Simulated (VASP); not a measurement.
ScCl5: relaxation of cell and atoms with PBE

ScCl5:

```xyz
6
Lattice="6.2899 0.0000 0.0000 -3.1450 5.4472 0.0000 0.0000 0.0000 5.0972" Properties=species:S:1:pos:R:3 pbc="T T T"
Sc    0.0000    0.0000    0.0000
Cl    3.1450    0.0000    2.5486
Cl    1.5725    2.7236    2.5486
Cl   -1.5725    2.7236    2.5486
Cl    0.0000    3.6315    0.0000
Cl    3.1450    1.8157    0.0000
```

The cell was built from a structure type or drawn by symmetry, and may not be a known phase.

```
Program                : VASP 6.6.1
Task                   : relaxation of cell and atoms
Functional             : PBE
Potentials or basis    : VASP PAW PBE potentials, release 64 (Sc_sv, Cl)
Cutoff                 : 600 eV
k mesh                 : 3 × 3 × 4
Occupations            : gaussian, width 0.1 eV
Spin                   : no spin polarisation
Dipole correction      : no
Further INCAR settings : ALGO = Normal; EDIFF = 1e-06; IBRION = 2; EDIFFG = -0.04; NSW = 90; ISIF = 3
```

```
Relaxed volume                        : 25.36 Å³/atom
Relaxed cell                          : a = 5.090 Å, b = 5.090 Å, c = 6.783 Å, α = 90.00°, β = 90.00°, γ = 120.00°
Space group after relaxing (to 0.1 Å) : P6/mmm (No. 191)
Energy gained by relaxing             : 729.3 meV/atom
Ionic steps                           : 15
Pressure after relaxing               : 0.1 GPa
Band gap on the k mesh                : zero (bands 23 and 24 overlap by 0.03 eV)
```

Step by step:
| step | energy change (eV) | largest force (eV/Å) | pressure (GPa) | volume (Å³) |
| --- | --- | --- | --- | --- |
| 1 | 0.0000 | 0.0000 | -4.22 | 174.64 |
| 2 | -1.2861 | 0.0000 | -3.53 | 155.57 |
| 3 | -3.1988 | 0.0000 | 10.97 | 114.68 |
| 4 | -3.2047 | 0.0000 | 3.33 | 125.64 |
| 5 | -3.3084 | 0.0000 | 6.70 | 119.96 |
| 6 | -3.6559 | 0.0000 | 9.68 | 120.06 |
| 7 | -3.6615 | 0.0000 | 9.33 | 120.09 |
| 8 | -4.1657 | 0.0000 | 3.40 | 133.06 |
| 9 | -4.3075 | 0.0000 | 0.23 | 143.84 |
| 10 | -4.3157 | 0.0000 | -0.55 | 147.21 |
| 11 | -4.3156 | 0.0000 | -0.67 | 147.79 |
| 12 | -4.3533 | 0.0000 | -0.26 | 148.89 |
| 13 | -4.3725 | 0.0000 | 0.56 | 150.66 |
| 14 | -4.3731 | 0.0000 | 0.44 | 150.42 |
| 15 | -4.3759 | 0.0000 | 0.15 | 152.19 |

Final structure:
```
Sc Cl
1.0
     5.08987    0.00000    0.00000
    -2.54494    4.40796    0.00000
     0.00000    0.00000    6.78311
Sc Cl
1 5
Direct
  0.00000 0.00000 0.00000
  0.50000 0.00000 0.50000
  0.50000 0.50000 0.50000
  0.00000 0.50000 0.50000
  0.33333 0.66667 0.00000
  0.66667 0.33333 0.00000
```

Levels at points of the mesh, in eV from the Fermi level:
| k point | band 19 | band 20 | band 21 | band 22 | band 23 | band 24 | band 25 | band 26 | band 27 |
| --- | --- | --- | --- | --- | --- | --- | --- | --- | --- |
| (0.00, 0.00, 0.00) | -2.34 | -1.53 | -1.53 | 0.04 | 0.05 | 0.05 | 1.00 | 1.24 | 1.24 |
| (0.00, 0.00, 0.50) | -2.26 | -1.44 | -1.44 | 0.08 | 0.08 | 0.17 | 1.00 | 1.24 | 1.24 |

Run time: 14 min on 1 thread of Intel(R) Xeon(R) Platinum 8488C (Sapphire Rapids), on a shared host, peak memory 0.34 GiB.

Caveat: the k points lie up to 0.48 Å⁻¹ apart in the final cell; a cell axis changed by over 15 % at a fixed basis, so the end point is rough.
